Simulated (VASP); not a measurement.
# Si3Se2 (R-3c) in VASP: further runs

Runs on Si3Se2. Level: PBE. Tasks: single point, relaxation of cell and atoms.

Program: VASP 6.6.1. These are calculated values, not measurements. Logs are shortened: lines on timing, memory, paths and dates and some standing lists are left out, and cuts for length are marked.

## Step 1: The cell of the first run

It takes space group R-3c (No. 167, trigonal). Conventional cell: a = 7.241 Å, b = 7.241 Å, c = 18.455 Å, α = 90.00°, β = 90.00°, γ = 120.00°. Within 3.3 Å of Si (site symmetry 2) lie 4 Se at 2.47 to 3.12 Å and 2 Si at 2.89 Å. Se (site symmetry 3) has 6 Si at 2.47 to 3.12 Å within 3.3 Å.

## Step 2: Single point, PBE

Contents of INCAR:

```
SYSTEM = Si3Se2
ALGO = Normal
EDIFF = 1E-6
ENCUT = 520
GGA = PE
ISIF = 2
ISMEAR = 0
LASPH = .True.
LCHARG = .False.
LREAL = .False.
LWAVE = .False.
NBANDS = 35
NELM = 100
PREC = Accurate
SIGMA = 0.1
```

Contents of KPOINTS:

```
k-points
0
Gamma
  3 3 3
  0 0 0
```

Contents of POSCAR:

```
Si3Se2
1.0
    3.6206161804      2.0903637264      6.1515514004
   -3.6206161804      2.0903637264      6.1515514004
    0.0000000000     -4.1807274528      6.1515514004
Si Se
6 4
Direct
   -0.0192772273      0.5192772273      0.7500000000
    0.7500000000     -0.0192772273      0.5192772273
    0.5192772273      0.7500000000     -0.0192772273
    1.0192772273      0.4807227727      0.2500000000
    0.2500000000      1.0192772273      0.4807227727
    0.4807227727      0.2500000000      1.0192772273
    0.8485891563      0.8485891563      0.8485891563
    0.6514108437      0.6514108437      0.6514108437
    0.1514108437      0.1514108437      0.1514108437
    0.3485891563      0.3485891563      0.3485891563
```

Potentials or basis: VASP PAW PBE potentials, release 64 (Si, Se).

Started as:

```
$ cat potpaw_PBE.64/Si/POTCAR potpaw_PBE.64/Se/POTCAR > POTCAR
$ mpirun -np 1 vasp_std > vasp.out
```

OUTCAR:

```text
SYSTEM = Si3Se2
   EDIFF = 1E-6
   ENCUT = 520
   GGA = PE
   ISIF = 2
   ISMEAR = 0
   LASPH = .True.
   LREAL = .False.
   NELM = 100
   PREC = Accurate

 ion  position               nearest neighbor table
   1  0.981  0.519  0.750-   7 2.47   8 2.47   2 2.89   3 2.89
   2  0.750  0.981  0.519-   7 2.47   8 2.47   1 2.89   3 2.89
   3  0.519  0.750  0.981-   7 2.47   8 2.47   1 2.89   2 2.89
   4  0.019  0.481  0.250-   9 2.47  10 2.47   5 2.89   6 2.89
   5  0.250  0.019  0.481-   9 2.47  10 2.47   4 2.89   6 2.89
   6  0.481  0.250  0.019-   9 2.47  10 2.47   4 2.89   5 2.89
   7  0.849  0.849  0.849-   1 2.47   2 2.47   3 2.47
   8  0.651  0.651  0.651-   1 2.47   2 2.47   3 2.47
   9  0.151  0.151  0.151-   4 2.47   5 2.47   6 2.47
  10  0.349  0.349  0.349-   4 2.47   5 2.47   6 2.47

  LATTYP: Found a trigonal (rhomboedric) cell.
 ALAT       =     7.4377460743
 COS(alpha) =     0.5260720995

  Lattice vectors:

 A1 = (   3.6206161804,   2.0903637264,   6.1515514004)
 A2 = (  -3.6206161804,   2.0903637264,   6.1515514004)
 A3 = (   0.0000000000,  -4.1807274528,   6.1515514004)

Analysis of symmetry for initial positions (statically):
=====================================================================
 Subroutine PRICEL returns:
 Original cell was already a primitive cell.

 Routine SETGRP: Setting up the symmetry group for a
 trigonal (rhombohedral) supercell.

 Subroutine GETGRP returns: Found 12 space group operations
 (whereof  6 operations were pure point group operations)
 out of a pool of 12 trial point group operations.

The static configuration has the point symmetry S_6 .
 The point group associated with its full space group is D_3d.

Analysis of symmetry for dynamics (positions and initial velocities):
=====================================================================
 Subroutine PRICEL returns:
 Original cell was already a primitive cell.

 Routine SETGRP: Setting up the symmetry group for a
 trigonal (rhombohedral) supercell.

 Subroutine GETGRP returns: Found 12 space group operations
 (whereof  6 operations were pure point group operations)
 out of a pool of 12 trial point group operations.

The dynamic configuration has the point symmetry S_6 .
 The point group associated with its full space group is D_3d.

 Subroutine INISYM returns: Found 12 space group operations
 (whereof  6 operations are pure point group operations),
 and found     1 'primitive' translations

----------------------------------------------------------------------------------------

                                     Primitive cell

  volume of cell :     279.3446

  direct lattice vectors                    reciprocal lattice vectors
     3.620616180  2.090363726  6.151551400     0.138098041  0.079730941  0.054186873
    -3.620616180  2.090363726  6.151551400    -0.138098041  0.079730941  0.054186873
     0.000000000 -4.180727453  6.151551400     0.000000000 -0.159461882  0.054186873

  length of vectors
     7.437746074  7.437746074  7.437746074     0.168417068  0.168417068  0.168417068

  position of ions in fractional coordinates (direct lattice)
     0.980722773  0.519277227  0.750000000
     0.750000000  0.980722773  0.519277227
     0.519277227  0.750000000  0.980722773
     0.019277227  0.480722773  0.250000000
     0.250000000  0.019277227  0.480722773
     0.480722773  0.250000000  0.019277227
     0.848589156  0.848589156  0.848589156
     0.651410844  0.651410844  0.651410844
     0.151410844  0.151410844  0.151410844
     0.348589156  0.348589156  0.348589156

  ion indices of the primitive-cell ions
   primitive index   ion index
                 1           1
                 2           2
                 3           3
                 4           4
                 5           5
                 6           6
                 7           7
                 8           8
                 9           9
                10          10

----------------------------------------------------------------------------------------

 KPOINTS: k-points

Automatic generation of k-mesh.
 Grid dimensions read from file:
 generate k-points for:    3    3    3

 Generating k-lattice:

  Cartesian coordinates                     Fractional coordinates (reciprocal lattice)
     0.046032680  0.026576980  0.018062291     0.333333333  0.000000000  0.000000000
    -0.046032680  0.026576980  0.018062291     0.000000000  0.333333333  0.000000000
     0.000000000 -0.053153961  0.018062291     0.000000000  0.000000000  0.333333333

  Length of vectors
     0.056139023  0.056139023  0.056139023

  Shift w.r.t. Gamma in fractional coordinates (k-lattice)
     0.000000000  0.000000000  0.000000000

 Subroutine IBZKPT returns following result:
 ===========================================

 Found      6 irreducible k-points:

 Following reciprocal coordinates:
            Coordinates               Weight
  0.000000  0.000000  0.000000      1.000000
  0.333333  0.000000  0.000000      6.000000
  0.333333  0.333333  0.000000      6.000000
 -0.333333  0.333333  0.000000      6.000000
  0.333333  0.333333  0.333333      2.000000
 -0.333333  0.333333  0.333333      6.000000
   k-points           NKPTS =      6   k-points in BZ     NKDIM =      6   number of bands    NBANDS=     35
   number of dos      NEDOS =    301   number of ions     NIONS =     10
   total plane-waves  NPLWV = 175616
   dimension x,y,z NGX =    56 NGY =   56 NGZ =   56
   dimension x,y,z NGXF=   112 NGYF=  112 NGZF=  112
   ions per type =               6   4
   NGX,Y,Z   is equivalent  to a cutoff of  12.52, 12.52, 12.52 a.u.
   NGXF,Y,Z  is equivalent  to a cutoff of  25.03, 25.03, 25.03 a.u.
 SYSTEM =  Si3Se2
   PREC   = accura    normal or accurate (medium, high low for compatibility)
   ISTART =      0    job   : 0-new  1-cont  2-samecut
   ICHARG =      2    charge: 1-file 2-atom 10-const
   ISPIN  =      1    spin polarized calculation?
   LNONCOLLINEAR =      F non collinear calculations
   LSORBIT =      F    spin-orbit coupling
   LASPH  =      T    aspherical Exc in radial PAW
   ENCUT  =  520.0 eV  38.22 Ry    6.18 a.u.  13.83 13.83 13.83*2*pi/ulx,y,z
   NELM   =    100;   NELMIN=  2; NELMDL= -5     # of ELM steps
   EDIFF  = 0.1E-05   stopping-criterion for ELM
   LREAL  =      F    real-space projection
   EDIFFG = 0.1E-04   stopping-criterion for IOM
   NSW    =      0    number of steps for IOM
   IBRION =     -1    ionic relax: 0-MD 1-quasi-New 2-CG
   NFREE  =      0    steps in history (QN), initial steepest desc. (CG)
   ISIF   =      2    stress and relaxation
   ISYM   =      2    0-nonsym 1-usesym 2-fastsym
   POTIM  = 0.5000    time-step for ionic-motion
   TEBEG  =    0.0;   TEEND  =   0.0 temperature during run
   PSTRESS=    0.0 pullay stress
   NELECT =      48.0000    total number of electrons
   NUPDOWN=      -1.0000    fix difference up-down
   EMIN   =  10.00;   EMAX   =-10.00  energy-range for DOS
   EFERMI =   0.00;   METHOD = LEGACY
   ISMEAR =     0;   SIGMA  =   0.10  broadening in eV -4-tet -1-fermi 0-gaus
   EFERMI_NEDOS =   21; number of points for ismear=-14 and -15
   IALGO  =     38    algorithm
   IMIX   =      4    mixing-type and parameters
     AMIX     =   0.40;   BMIX     =  1.00
     AMIX_MAG =   1.60;   BMIX_MAG =  1.00
  volume/ion in A,a.u.               =      27.93       188.51
  Fermi-wavevector in a.u.,A,eV,Ry     =   0.910141  1.719916 11.270467  0.828356
  Thomas-Fermi vector in A             =   2.034268
   LORBIT       =      0    0 simple, 1 ext, 2 COOP (PROOUT), +10 PAW based schemes
   GGA     = PE    functional components
   LHFCALC =     F    Hartree Fock is set to
   AEXX    =    0.0000 exact exchange contribution
   IVDW    =     0    specifies the selected vdW correction
   LEPSILON=     F    determine dielectric tensor
   LRPA    =     F    only Hartree local field effects (RPA)
 non-spin polarized calculation
 Gauss-broadening in eV      SIGMA  =   0.10
  energy-cutoff  :      520.00
  volume of cell :      279.34
 maximum number of plane-waves:      7559
   NGX = 27   NGY = 27   NGZ = 27

 number of electron      47.9999998 magnetization

 Free energy of the ion-electron system (eV)
  ---------------------------------------------------
  ext. energy  EPLUGINS =         0.00000000
  ---------------------------------------------------
  free energy    TOTEN  =       -40.78270360 eV

  energy without entropy =      -40.77514668  energy(sigma->0) =      -40.77892514

 E-fermi :   3.4000     XC(G=0):  -8.2828

 val. band max:        3.3075262608   @ k =   0.3333   0.3333   0.3333
 cond. band min:       3.5074535319   @ k =  -0.3333   0.3333   0.3333
 fundamental gap:      0.1999272710
 Fermi energy:         3.3999572839

 k-point     1 :       0.0000    0.0000    0.0000
  band No.  band energies     occupation
      1     -11.9044      2.00000
      2     -11.3687      2.00000
      3     -10.6951      2.00000
      4     -10.4338      2.00000
      5      -5.3323      2.00000
      6      -4.6730      2.00000
[... 27 lines left out ...]
     34       6.2998      0.00000
     35       6.5140      0.00000

 k-point     2 :       0.3333    0.0000    0.0000
  band No.  band energies     occupation
      1     -11.7755      2.00000
      2     -11.5074      2.00000
      3     -10.6453      2.00000
      4     -10.5153      2.00000
      5      -5.0668      2.00000
      6      -4.4995      2.00000
[... 27 lines left out ...]
     34       6.6829      0.00000
     35       6.7421      0.00000

 k-point     3 :       0.3333    0.3333    0.0000
  band No.  band energies     occupation
      1     -11.7641      2.00000
      2     -11.4939      2.00000
      3     -10.6647      2.00000
      4     -10.5372      2.00000
      5      -5.0557      2.00000
      6      -4.8700      2.00000
[... 27 lines left out ...]
     34       6.5354      0.00000
     35       6.6087      0.00000

 k-point     4 :      -0.3333    0.3333    0.0000
  band No.  band energies     occupation
      1     -11.6311      2.00000
      2     -11.6293      2.00000
      3     -10.6085      2.00000
      4     -10.6046      2.00000
      5      -4.9010      2.00000
      6      -4.7351      2.00000
[... 27 lines left out ...]
     34       6.3324      0.00000
     35       6.5264      0.00000

 k-point     5 :       0.3333    0.3333    0.3333
  band No.  band energies     occupation
      1     -11.7776      2.00000
      2     -11.5098      2.00000
      3     -10.6436      2.00000
      4     -10.5133      2.00000
      5      -4.9981      2.00000
      6      -4.4989      2.00000
[... 27 lines left out ...]
     34       6.7764      0.00000
     35       6.7769      0.00000

 k-point     6 :      -0.3333    0.3333    0.3333
  band No.  band energies     occupation
      1     -11.6327      2.00000
      2     -11.6301      2.00000
      3     -10.6082      2.00000
      4     -10.6030      2.00000
      5      -4.8194      2.00000
      6      -4.7077      2.00000
[... 27 lines left out ...]
     34       6.4883      0.00000
     35       6.6191      0.00000

------------------------ aborting loop because EDIFF is reached ----------------------------------------

  FORCE on cell =-STRESS in cart. coord.  units (eV):
  Direction    XX          YY          ZZ          XY          YZ          ZX
  --------------------------------------------------------------------------------------
  -------------------------------------------------------------------------------------
  Total        0.4802826      0.4802826      0.2560018     -0.0000000      0.0000000      0.0000000
  in kB        2.7546547      2.7546547      1.4682952     -0.0000000      0.0000000      0.0000000
  external PRESSURE =       2.3258682 kB  Pullay stress =       0.0000000 kB

 VOLUME and BASIS-vectors are now :
 -----------------------------------------------------------------------------
  energy-cutoff  :      520.00
  volume of cell :      279.34
      direct lattice vectors                 reciprocal lattice vectors
     3.620616180  2.090363726  6.151551400     0.138098041  0.079730941  0.054186873
    -3.620616180  2.090363726  6.151551400    -0.138098041  0.079730941  0.054186873
     0.000000000 -4.180727453  6.151551400     0.000000000 -0.159461882  0.054186873

 POSITION                                       TOTAL-FORCE (eV/Angst)
 -----------------------------------------------------------------------------------
      1.67072      0.00000     13.84099        -0.009104     -0.000000     -0.000000
     -0.83536      1.44688     13.84099         0.004552     -0.007885     -0.000000
     -0.83536     -1.44688     13.84099         0.004552      0.007885     -0.000000
     -1.67072      0.00000      4.61366         0.009104     -0.000000     -0.000000
      0.83536     -1.44688      4.61366        -0.004552      0.007885     -0.000000
      0.83536      1.44688      4.61366        -0.004552     -0.007885     -0.000000
      0.00000      0.00000     15.66042        -0.000000     -0.000000      0.001974
      0.00000      0.00000     12.02156        -0.000000     -0.000000     -0.001974
      0.00000      0.00000      2.79423        -0.000000     -0.000000     -0.001974
      0.00000      0.00000      6.43309        -0.000000     -0.000000      0.001974
 -----------------------------------------------------------------------------------
    total drift:                               -0.000000     -0.000000     -0.000000

  FREE ENERGIE OF THE ION-ELECTRON SYSTEM (eV)
  ---------------------------------------------------
  free  energy   TOTEN  =       -40.7827036000 eV

  energy  without entropy=      -40.7751466848  energy(sigma->0) =      -40.77892514
```

Run time: 77 s. Hardware: 1 thread of Intel Xeon 6975P-C (Granite Rapids), shared host; peak memory 0.41 GiB.

What came out:

```yaml
Free_energy: -40.7827 eV
Pressure: 0.2 GPa
Largest_force: 0.009 eV/Å
Band_gap_on_the_k_mesh: 0.20 eV, indirect (least direct gap 0.47 eV)
```

Forces on the atoms (eV/Å):
```
Si  -0.009  0.000  0.000
Si   0.005 -0.008  0.000
Si   0.005  0.008  0.000
Si   0.009  0.000  0.000
Si  -0.005  0.008  0.000
Si  -0.005 -0.008  0.000
Se   0.000  0.000  0.002
Se   0.000  0.000 -0.002
Se   0.000  0.000 -0.002
Se   0.000  0.000  0.002
```

Stress tensor (GPa, compression positive):
```
0.28 0.00 0.00
0.00 0.28 0.00
0.00 0.00 0.15
```

Levels at points of the mesh, in eV from the valence-band top:
```csv
k point,band 21,band 22,band 23,band 24,band 25,band 26,band 27,band 28
"(0.00, 0.00, 0.00)",-1.01,-1.01,-0.12,-0.12,1.13,1.17,1.17,1.79
```

A k mesh can miss the band edges.

## Step 3: Relaxation of cell and atoms, PBE

This run uses another cell than the first one, of 19.73 Å³/atom, 0.706 times its volume.

Contents of INCAR:

```
SYSTEM = Si3Se2
PREC = Accurate
ENCUT = 600
EDIFF = 1E-7
ISMEAR = 0
SIGMA = 0.1
LREAL = .FALSE.
LASPH = .TRUE.
NELM = 80
ALGO = Normal
ISIF = 3
LWAVE = .FALSE.
LCHARG = .FALSE.
GGA = PE
IBRION = 2
NSW = 90
EDIFFG = -0.04
```

Contents of KPOINTS:

```
regular mesh
0
G
  3 3 3
  0 0 0
```

Contents of POSCAR:

```
Si3Se2
1.0
    3.1514466324      1.8194885615      5.7361061256
   -3.1514466324      1.8194885615      5.7361061256
    0.0000000000     -3.6389771232      5.7361061256
Si Se
6 4
Direct
    0.0562500000      0.4437500000      0.7500000000
    0.7500000000      0.0562500000      0.4437500000
    0.4437500000      0.7500000000      0.0562500000
    0.9437500000      0.5562500000      0.2500000000
    0.2500000000      0.9437500000      0.5562500000
    0.5562500000      0.2500000000      0.9437500000
    0.8521800000      0.8521800000      0.8521800000
    0.6478200000      0.6478200000      0.6478200000
    0.1478200000      0.1478200000      0.1478200000
    0.3521800000      0.3521800000      0.3521800000
```

Potentials or basis: VASP PAW PBE potentials, release 64 (Si, Se).

Started as:

```
$ cat potpaw_PBE.64/Si/POTCAR potpaw_PBE.64/Se/POTCAR > POTCAR
$ mpirun -np 1 vasp_std > vasp.out
```

It took 14 min on 1 thread of Intel Xeon 6975P-C (Granite Rapids), shared host; peak memory 0.41 GiB.

The run converged. Its results:

```yaml
Free_energy: -40.7745 eV
Relaxed_volume: 28.25 Å³/atom
Relaxed_cell: a = 7.549 Å, b = 7.549 Å, c = 7.549 Å, α = 56.90°, β = 56.90°, γ = 56.90°
Space_group_after_relaxing_to_0.05_Å: R-3c (No. 167)
Energy_gained_by_relaxing: 220.2 meV/atom
Ionic_steps: 22
Pressure_after_relaxing: 0.1 GPa
Largest_force_after_relaxing: 0.028 eV/Å
Band_gap_on_the_k_mesh: 0.17 eV, indirect (least direct gap 0.43 eV)
```

Forces in eV/Å, atoms in the order of the input:
```
Si  -0.016  0.000  0.000
Si   0.008 -0.014  0.000
Si   0.008  0.014  0.000
Si   0.016  0.000  0.000
Si  -0.008  0.014  0.000
Si  -0.008 -0.014  0.000
Se   0.000  0.000  0.028
Se   0.000  0.000 -0.028
Se   0.000  0.000 -0.028
Se   0.000  0.000  0.028
```

Stress tensor (GPa, compression positive):
```
0.16 0.00 0.00
0.00 0.16 0.00
0.00 0.00 0.05
```

The path:
| step | energy change (eV) | largest force (eV/Å) | pressure (GPa) | volume (Å³) |
| --- | --- | --- | --- | --- |
| 1 | 0.0000 | 0.5945 | 8.90 | 197.35 |
| 2 | -0.9225 | 0.4547 | -0.10 | 230.30 |
| 3 | -0.9275 | 0.4583 | -0.70 | 233.86 |
| 4 | -1.0522 | 0.4670 | -0.37 | 233.38 |
| 5 | -1.2067 | 0.3335 | 1.25 | 231.99 |
| 6 | -1.2867 | 0.4103 | 1.06 | 236.19 |
| 7 | -1.4857 | 0.7326 | 0.95 | 249.09 |
| 8 | -1.6018 | 1.7950 | 2.69 | 276.26 |
| 9 | -1.6272 | 1.2396 | 1.72 | 264.37 |
| 10 | -1.7242 | 1.1254 | 1.37 | 268.76 |
| 11 | -1.9573 | 0.7900 | 0.46 | 282.21 |
| 12 | -2.1284 | 0.1394 | -0.73 | 310.33 |
| 13 | -2.1309 | 0.2211 | -0.62 | 306.65 |
| 14 | -2.1453 | 0.2300 | -0.46 | 304.50 |
| 15 | -2.1716 | 0.2580 | 0.03 | 298.09 |
| 16 | -2.1454 | 0.3877 | 1.15 | 285.52 |
| 17 | -2.1752 | 0.2729 | 0.30 | 294.84 |
| 18 | -2.1868 | 0.0942 | -0.02 | 294.05 |
| 19 | -2.1880 | 0.0668 | -0.17 | 293.67 |
| 20 | -2.1912 | 0.0574 | -0.15 | 292.54 |
| 21 | -2.1985 | 0.0307 | -0.07 | 289.17 |
| 22 | -2.2024 | 0.0278 | 0.12 | 282.49 |

Final structure:
```yaml
crystal:
  lattice:
    - [3.59649, 2.07643, 6.30450]
    - [-3.59649, 2.07643, 6.30450]
    - [0.00000, -4.15286, 6.30450]
  atoms:
    - { symbol: Si, position: [0.98202, 0.51798, 0.75000] }
    - { symbol: Si, position: [0.75000, 0.98202, 0.51798] }
    - { symbol: Si, position: [0.51798, 0.75000, 0.98202] }
    - { symbol: Si, position: [0.01798, 0.48202, 0.25000] }
    - { symbol: Si, position: [0.25000, 0.01798, 0.48202] }
    - { symbol: Si, position: [0.48202, 0.25000, 0.01798] }
    - { symbol: Se, position: [0.84630, 0.84630, 0.84630] }
    - { symbol: Se, position: [0.65370, 0.65370, 0.65370] }
    - { symbol: Se, position: [0.15370, 0.15370, 0.15370] }
    - { symbol: Se, position: [0.34630, 0.34630, 0.34630] }
```

Levels at points of the mesh, in eV from the valence-band top:
```
           k point  band 20  band 21  band 22  band 23  band 24  band 25  band 26  band 27  band 28  band 29
(0.00, 0.00, 0.00)    -1.22    -1.08    -1.08    -0.19    -0.19     1.10     1.11     1.11     1.84     1.84
```

Caveat: the volume moved by over 15 % at a fixed basis, so the end points are rough. A k mesh can miss the band edges.

(Part 1 of 2 ends here.)
